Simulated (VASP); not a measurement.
Runs of VASP 6.6.1 on Ge. The structure is that of space group I4_1/amd (No. 141), or close to it. The cells are those of the table. 

```csv
cell,gap on the mesh (eV),pressure (GPa),largest force (eV/Å)
"a = 3.966, b = 3.966, c = 3.980 Å, angles 97.5, 97.5, 137.3°, 2 atoms",none,(a),0.01
"a = 4.069, b = 4.069, c = 4.084 Å, angles 97.5, 97.5, 137.3°, 2 atoms",none,-4.0,0.01
"a = 3.857, b = 3.857, c = 3.871 Å, angles 97.5, 97.5, 137.3°, 2 atoms",none,6.1,0.02
"a = 3.800, b = 3.800, c = 3.814 Å, angles 97.5, 97.5, 137.3°, 2 atoms",none,10.8,0.02
"a = 4.018, b = 4.018, c = 4.032 Å, angles 97.5, 97.5, 137.3°, 2 atoms",none,(b),0.01
"a = 3.912, b = 3.912, c = 3.926 Å, angles 97.5, 97.5, 137.3°, 2 atoms",none,2.8,0.01
```

Alike in all rows: task single point; level RPBE; potentials or basis VASP PAW PBE potentials, release 64 (Ge_d); no spin polarisation; k mesh 14 × 14 × 10; cutoff (eV) 520; smearing fermi-dirac 0.1 eV.

Question: Estimate the missing entries.

Answer: (a) -0.2; (b) -2.4.

Caveats: the PAW data sets were made with another functional, which shifts forces and pressure a little.

A k mesh can miss the band edges, and the runs leave out spin-orbit coupling on Ge.

A gap of «none» marks levels without a gap at the run's occupations.
